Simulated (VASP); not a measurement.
# InO5 (F-43m) in VASP: notebook

InO5 is run at these levels: PBE; tasks: relaxation of cell and atoms, single point.

Everything below comes from runs of VASP 6.6.1. Logs are shortened: lines on timing, memory, paths and dates and some standing lists are left out, and cuts for length are marked.

### Step 1. The cell of the first run

Symmetry: F-43m, No. 216, cubic system. The conventional cell has a = 6.505 Å, b = 6.505 Å, c = 6.505 Å, α = 90.00°, β = 90.00°, γ = 90.00°. Within 3.6 Å of In (site symmetry -43m) lie 16 O at 2.70 to 2.82 Å. O (site symmetry 3m) has 9 O at 2.30 to 2.70 Å and 3 In at 2.70 Å within 3.0 Å. Within 3.6 Å of O (site symmetry -43m) lie 12 O at 2.70 Å and 4 In at 2.82 Å.

The cell was generated, and may not be a known phase.

### Step 2. Relaxation of cell and atoms, PBE, collinear spin, ferromagnetic start

INCAR

```
PREC = Accurate ; ENCUT = 600
EDIFF = 1E-6 ; ISMEAR = 0
SIGMA = 0.1 ; LREAL = False
LASPH = True ; NELM = 150
ALGO = Normal ; ISIF = 3
LWAVE = False ; LCHARG = False
ISPIN = 2 ; MAGMOM = 0 1 1 1 1 1
LORBIT = 11 ; GGA = PE
IBRION = 2 ; NSW = 90
EDIFFG = -0.04
```

KPOINTS

```
regular mesh
0
Gamma
  4 4 4
```

POSCAR

```
InO5
1.0
    0.0000000000      3.2523264600      3.2523264600
    3.2523264600      0.0000000000      3.2523264600
    3.2523264600      3.2523264600      0.0000000000
In O
1 5
Direct
    0.0000000000      0.0000000000      0.0000000000
    0.3750000000      0.3750000000      0.8750000000
    0.3750000000      0.8750000000      0.3750000000
    0.8750000000      0.3750000000      0.3750000000
    0.3750000000      0.3750000000      0.3750000000
    0.7500000000      0.7500000000      0.7500000000
```

Potentials or basis: VASP PAW PBE potentials, release 64 (In_d, O).

On the command line:

```console
cat potpaw_PBE.64/In_d/POTCAR potpaw_PBE.64/O/POTCAR > POTCAR
mpirun -np 1 vasp_std > vasp.out
```

OUTCAR:

```text
PREC = Accurate
   ENCUT = 600
   EDIFF = 1E-6
   ISMEAR = 0
   LREAL = False
   LASPH = True
   NELM = 150
   ISIF = 3
   ISPIN = 2
   LORBIT = 11
   GGA = PE
   IBRION = 2
   NSW = 90
   EDIFFG = -0.04

 ion  position               nearest neighbor table
   1  0.000  0.000  0.000-   3 2.70   4 2.70   2 2.70   4 2.70   2 2.70   3 2.70   4 2.70   2 2.70
                             5 2.70   3 2.70   5 2.70   5 2.70   6 2.82   6 2.82   6 2.82   6 2.82
   2  0.375  0.375  0.875-   1 2.70   1 2.70   1 2.70
   3  0.375  0.875  0.375-   1 2.70   1 2.70   1 2.70
   4  0.875  0.375  0.375-   1 2.70   1 2.70   1 2.70
   5  0.375  0.375  0.375-   1 2.70   1 2.70   1 2.70
   6  0.750  0.750  0.750-   1 2.82   1 2.82   1 2.82   1 2.82

  LATTYP: Found a face centered cubic cell.
 ALAT       =     6.5046529200

  Lattice vectors:

 A1 = (   0.0000000000,   3.2523264600,   3.2523264600)
 A2 = (   3.2523264600,   0.0000000000,   3.2523264600)
 A3 = (   3.2523264600,   3.2523264600,   0.0000000000)

Analysis of symmetry for initial positions (statically):
=====================================================================
 Subroutine PRICEL returns:
 Original cell was already a primitive cell.

 Routine SETGRP: Setting up the symmetry group for a
 face centered cubic supercell.

 Subroutine GETGRP returns: Found 24 space group operations
 (whereof 24 operations were pure point group operations)
 out of a pool of 48 trial point group operations.

The static configuration has the point symmetry T_d .

Analysis of symmetry for dynamics (positions and initial velocities):
=====================================================================
 Subroutine PRICEL returns:
 Original cell was already a primitive cell.

 Routine SETGRP: Setting up the symmetry group for a
 face centered cubic supercell.

 Subroutine GETGRP returns: Found 24 space group operations
 (whereof 24 operations were pure point group operations)
 out of a pool of 48 trial point group operations.

The dynamic configuration has the point symmetry T_d .

Analysis of structural, dynamic, and magnetic symmetry:
=====================================================================
 Subroutine PRICEL returns:
 Original cell was already a primitive cell.

 Routine SETGRP: Setting up the symmetry group for a
 face centered cubic supercell.

 Subroutine GETGRP returns: Found 24 space group operations
 (whereof 24 operations were pure point group operations)
 out of a pool of 48 trial point group operations.

The overall configuration has the point symmetry T_d .

[... 111 lines left out ...]
  Fermi-wavevector in a.u.,A,eV,Ry     =   1.399674  2.645000 26.654996  1.959087
  Thomas-Fermi vector in A             =   2.522710
   LORBIT       =     11    0 simple, 1 ext, 2 COOP (PROOUT), +10 PAW based schemes
   GGA     = PE    functional components
   LHFCALC =     F    Hartree Fock is set to
   AEXX    =    0.0000 exact exchange contribution
   IVDW    =     0    specifies the selected vdW correction
   LEPSILON=     F    determine dielectric tensor
   LRPA    =     F    only Hartree local field effects (RPA)
 conjugate gradient relaxation of ions
 spin polarized calculation
 Gauss-broadening in eV      SIGMA  =   0.10
  energy-cutoff  :      600.00
  volume of cell :       68.80
 maximum number of plane-waves:      2332
 NGX is ok and might be reduce to    40
   NGX = 19   NGY = 19   NGZ = 19

--------------------------------------- Ionic step        1  -------------------------------------------

 number of electron      43.0000004 magnetization       5.3095559

 Free energy of the ion-electron system (eV)
  ---------------------------------------------------
  ext. energy  EPLUGINS =         0.00000000
  ---------------------------------------------------
  free energy    TOTEN  =       -20.41794194 eV

  energy without entropy =      -20.38343959  energy(sigma->0) =      -20.40069077

------------------------ aborting loop because EDIFF is reached ----------------------------------------

  FORCE on cell =-STRESS in cart. coord.  units (eV):
  Direction    XX          YY          ZZ          XY          YZ          ZX
  --------------------------------------------------------------------------------------
  -------------------------------------------------------------------------------------
  Total       -4.8669071     -4.8669071     -4.8669071      0.0000000     -0.0000000      0.0000000
  in kB     -113.3316596   -113.3316596   -113.3316596      0.0000000     -0.0000000      0.0000000
  external PRESSURE =    -113.3316596 kB  Pullay stress =       0.0000000 kB
[... 67 lines left out ...]
--------------------------------------- Ionic step        3  -------------------------------------------

 number of electron      43.0000006 magnetization       4.5786736

 Free energy of the ion-electron system (eV)
  ---------------------------------------------------
  ext. energy  EPLUGINS =         0.00000000
  ---------------------------------------------------
  free energy    TOTEN  =       -20.80517536 eV

  energy without entropy =      -20.79394536  energy(sigma->0) =      -20.79956036

 E-fermi :   4.8482     XC(G=0): -11.7757

 val. band max:        4.8115172774   @ k =  -0.2500   0.5000   0.2500
 cond. band min:       4.9047664960   @ k =   0.5000   0.5000   0.0000
 fundamental gap:      0.0932492186
 Fermi energy:         4.8482303004

 spin component 1

 k-point     1 :       0.0000    0.0000    0.0000
  band No.  band energies     occupation
      1     -16.1794      1.00000
      2     -12.3872      1.00000
      3     -12.3178      1.00000
      4     -12.3178      1.00000
      5     -12.3178      1.00000
      6      -9.1664      1.00000
[... 237 lines left out ...]
     27      13.0050      0.00000
     28      13.7880      0.00000
 Fermi energy:         4.8482303004

 spin component 2

 k-point     1 :       0.0000    0.0000    0.0000
  band No.  band energies     occupation
      1     -14.8974      1.00000
      2     -10.8308      1.00000
      3     -10.8308      1.00000
      4     -10.8308      1.00000
      5     -10.4070      1.00000
      6      -9.1986      1.00000
[... 270 lines left out ...]
  FREE ENERGIE OF THE ION-ELECTRON SYSTEM (eV)
  ---------------------------------------------------
  free  energy   TOTEN  =       -20.8051753561 eV

  energy  without entropy=      -20.7939453578  energy(sigma->0) =      -20.79956036

 reached required accuracy - stopping structural energy minimisation

 total charge

# of ion       s       p       d       tot
------------------------------------------
    1        0.580   0.353   9.956  10.889
    2        1.642   3.045   0.000   4.687
    3        1.642   3.045   0.000   4.687
    4        1.642   3.045   0.000   4.687
    5        1.642   3.045   0.000   4.687
    6        1.616   3.099   0.000   4.714
--------------------------------------------------
tot          8.763  15.631   9.956  34.349

 magnetization (x)

# of ion       s       p       d       tot
------------------------------------------
    1       -0.081  -0.041   0.001  -0.121
    2        0.009   0.766   0.000   0.775
    3        0.009   0.766   0.000   0.775
    4        0.009   0.766   0.000   0.775
    5        0.009   0.766   0.000   0.775
    6        0.010   1.012   0.000   1.022
--------------------------------------------------
tot         -0.035   4.037   0.001   4.003
```

OSZICAR:

```text
N       E                     dE             d eps       ncg     rms          rms(c)
DAV:   1     0.502652898443E+03    0.50265E+03   -0.23730E+04   908   0.206E+03
DAV:   2     0.322578809707E+02   -0.47040E+03   -0.45536E+03  1080   0.511E+02
DAV:   3    -0.191801107721E+02   -0.51438E+02   -0.47796E+02  1020   0.162E+02
[... 34 lines left out ...]
DAV:   5    -0.208051143377E+02    0.53306E-03   -0.47996E-03  1140   0.881E-01    0.124E-01
DAV:   6    -0.208051778653E+02   -0.63528E-04   -0.53025E-04  1276   0.198E-01    0.759E-02
DAV:   7    -0.208051682324E+02    0.96329E-05   -0.94724E-05  1120   0.699E-02    0.279E-02
DAV:   8    -0.208051773029E+02   -0.90704E-05   -0.14047E-05  1000   0.325E-02    0.166E-02
DAV:   9    -0.208051755738E+02    0.17291E-05   -0.37688E-06   640   0.120E-02    0.673E-03
DAV:  10    -0.208051753561E+02    0.21764E-06   -0.74534E-07   480   0.672E-03
   3 F= -.20805175E+02 E0= -.20799560E+02  d E =-.387233E+00  mag=     4.5788
```

Run time: 80 s. Hardware: 1 thread of Intel Xeon 6975P-C (Granite Rapids), shared host; peak memory 0.29 GiB.

Results:

- Free energy: -20.8052 eV
- Relaxed volume: 9.93 Å³/atom
- Relaxed cell: a = 4.383 Å, b = 4.383 Å, c = 4.383 Å, α = 60.00°, β = 60.00°, γ = 60.00°
- Space group after relaxing (to 0.1 Å): F-43m (No. 216)
- Energy gained by relaxing: 64.5 meV/atom
- Ionic steps: 3
- Pressure after relaxing: -0.1 GPa
- Net moment: 4.58 μB per cell
- Site moments: In -0.12; O +0.78, +1.02 (each value once) μB
- Valence electrons inside the program's atomic spheres: In 10.89; O 4.69, 4.71 (each value once)

The path:
| step | energy change (eV) | largest force (eV/Å) | pressure (GPa) | volume (Å³) |
| --- | --- | --- | --- | --- |
| 1 | 0.0000 | 0.0063 | -11.33 | 68.80 |
| 2 | -0.3731 | 0.0043 | -2.81 | 61.04 |
| 3 | -0.3872 | 0.0016 | -0.14 | 59.55 |

Final structure:
```cif
data_structure
_symmetry_space_group_name_H-M 'P 1'
_symmetry_Int_Tables_number 1
_cell_length_a 4.3833
_cell_length_b 4.3833
_cell_length_c 4.3833
_cell_angle_alpha 60.000
_cell_angle_beta 60.000
_cell_angle_gamma 60.000
_cell_volume 59.55
loop_
_atom_site_label
_atom_site_type_symbol
_atom_site_fract_x
_atom_site_fract_y
_atom_site_fract_z
_atom_site_occupancy
In1 In 0.00000 0.00000 0.00000 1
O1 O 0.37503 0.37503 0.87490 1
O2 O 0.37503 0.87490 0.37503 1
O3 O 0.87490 0.37503 0.37503 1
O4 O 0.37503 0.37503 0.37503 1
O5 O 0.75000 0.75000 0.75000 1
```

Caveat: the k points lie up to 0.44 Å⁻¹ apart in the final cell; spin-orbit coupling is left out, which moves the levels of the heavy elements.

### Step 3. Relaxation of cell and atoms, PBE, collinear spin, ferromagnetic start

This run uses another cell than the first one, of 9.94 Å³/atom.

INCAR

```
PREC     = Accurate       # precision mode
ENCUT    = 600            # plane-wave cutoff, eV
EDIFF    = 1E-6           # SCF threshold, eV
ISMEAR   = 0              # smearing method
SIGMA    = 0.1            # smearing width, eV
LREAL    = False          # projectors in reciprocal space
LASPH    = True           # aspherical terms in the spheres
NELM     = 150            # most SCF steps
ALGO     = Normal         # electronic algorithm
ISIF     = 3              # what is computed and relaxed
LWAVE    = False          # write WAVECAR
LCHARG   = False          # write CHGCAR
ISPIN    = 2              # spin polarisation
MAGMOM   = 0 1.01 1.01 1.01 1.01 1.01 # initial moments
LORBIT   = 11             # projections on sites
GGA      = PE             # functional
IBRION   = 2              # ionic algorithm
NSW      = 90             # ionic steps
EDIFFG   = -0.04          # ionic threshold
```

KPOINTS

```
Automatic mesh
0
Gamma
  6 6 6
```

POSCAR

```
InO5
1.0
    0.0000000000      3.1015064670      3.1015064670
    3.1015064670      0.0000000000      3.1015064670
    3.1015064670      3.1015064670      0.0000000000
In O
1 5
Direct
    0.0000000000      0.0000000000      0.0000000000
    0.6250347284      0.6250347284      0.6250347284
    0.1248958149      0.6250347284      0.6250347284
    0.6250347284      0.6250347284      0.1248958149
    0.6250347284      0.1248958149      0.6250347284
    0.2500000000      0.2500000000      0.2500000000
```

Potentials or basis: VASP PAW PBE potentials, release 64 (In_d, O).

On the command line:

```console
cat potpaw_PBE.64/In_d/POTCAR potpaw_PBE.64/O/POTCAR > POTCAR
mpirun -np 1 vasp_std > vasp.out
```

It took 93 s on 1 thread of Intel Xeon 6975P-C (Granite Rapids), shared host; peak memory 0.27 GiB.

The run converged. Its results:

| Quantity | Value |
| --- | --- |
| Free energy | -20.8639 eV |
| Relaxed volume | 9.68 Å³/atom |
| Relaxed cell | a = 4.347 Å, b = 4.347 Å, c = 4.347 Å, α = 60.00°, β = 60.00°, γ = 60.00° |
| Space group after relaxing (to 0.1 Å) | F-43m (No. 216) |
| Energy gained by relaxing | 2.9 meV/atom |
| Ionic steps | 4 |
| Pressure after relaxing | 0.1 GPa |
| Largest force after relaxing | 0.025 eV/Å |
| Net moment | 2.92 μB per cell |
| Site moments | In -0.09; O +0.40, +1.05 (each value once) μB |
| Valence electrons inside the program's atomic spheres | In 10.89; O 4.69, 4.71 (each value once) |

Forces on the atoms (eV/Å):
```
In   0.000  0.000  0.000
O   -0.015 -0.015 -0.015
O   -0.015  0.015  0.015
O    0.015  0.015 -0.015
O    0.015 -0.015  0.015
O    0.000  0.000  0.000
```

Step by step:
```tsv
step	energy change (eV)	largest force (eV/Å)	pressure (GPa)	volume (Å³)
1	0.0000	0.1011	-3.08	59.67
2	-0.0167	0.0608	0.18	58.04
3	-0.0167	0.0615	0.12	58.06
4	-0.0173	0.0252	0.05	58.09
```

Final structure:
```cif
data_structure
_symmetry_space_group_name_H-M 'P 1'
_symmetry_Int_Tables_number 1
_cell_length_a 4.3471
_cell_length_b 4.3471
_cell_length_c 4.3471
_cell_angle_alpha 60.000
_cell_angle_beta 60.000
_cell_angle_gamma 60.000
_cell_volume 58.09
loop_
_atom_site_label
_atom_site_type_symbol
_atom_site_fract_x
_atom_site_fract_y
_atom_site_fract_z
_atom_site_occupancy
In1 In 0.00000 0.00000 0.00000 1
O1 O 0.62430 0.62430 0.62430 1
O2 O 0.12710 0.62430 0.62430 1
O3 O 0.62430 0.62430 0.12710 1
O4 O 0.62430 0.12710 0.62430 1
O5 O 0.25000 0.25000 0.25000 1
```

Levels at points of the mesh, in eV from the Fermi level:
Spin up:
```
           k point  band 20  band 21  band 22  band 23  band 24  band 25  band 26  band 27
(0.00, 0.00, 0.00)    -0.21    -0.21    -0.21    -0.12     1.03     1.03     1.03     8.41
(0.50, 0.00, 0.00)    -2.03    -1.27    -1.27    -0.18     0.93     0.93     2.17     8.04
(0.50, 0.50, 0.00)    -2.13    -1.66    -1.33    -1.33     0.70     0.70     2.79     8.41
```
Spin down:
```tsv
k point	band 17	band 18	band 19	band 20	band 21	band 22	band 23	band 24
(0.00, 0.00, 0.00)	-0.84	-0.84	-0.84	-0.11	0.89	0.89	0.89	1.46
(0.50, 0.00, 0.00)	-1.76	-1.52	-1.52	-0.89	0.36	0.36	0.92	1.48
(0.50, 0.50, 0.00)	-1.47	-1.47	-1.31	-1.19	-0.01	0.38	0.38	1.31
```

Caveat: spin-orbit coupling is left out, which moves the levels of the heavy elements.

[end of part 1 of 2]
